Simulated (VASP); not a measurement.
ZnS (m): single point with PBE

Crystal: ZnS (m).

```
Zn S
1.0
     0.00000    2.72179    2.72179
     2.72179    0.00000    2.72179
     2.72179    2.72179    0.00000
Zn S
1 1
Direct
  0.00000 0.00000 0.00000
  0.25000 0.25000 0.25000
```

```yaml
Program: VASP 6.6.1
Task: single point
Functional: PBE
Potentials_or_basis: VASP PAW PBE potentials, release 64 (Zn, S)
Cutoff: 500 eV
k_mesh: 8 × 8 × 8
Occupations: gaussian, width 0.02 eV
Spin: no spin polarisation
```

```
Pressure               : 0.1 GPa
Band gap on the k mesh : 2.02 eV, direct
```

Levels at points of the mesh, in eV from the valence-band top:
```
           k point  band 7  band 8  band 9  band 10  band 11  band 12
(0.00, 0.00, 0.00)    0.00    0.00    0.00     2.02     6.41     6.41
(0.50, 0.00, 0.00)   -5.15   -0.83   -0.83     3.27     6.94     6.94
(0.50, 0.50, 0.00)   -4.47   -2.14   -2.14     3.46     4.07    10.83
```

It used 16 s of CPU time on 1 thread of Intel Xeon 6975P-C (shared host).

A hybrid or GW would open this gap; PBE tends to underestimate it.
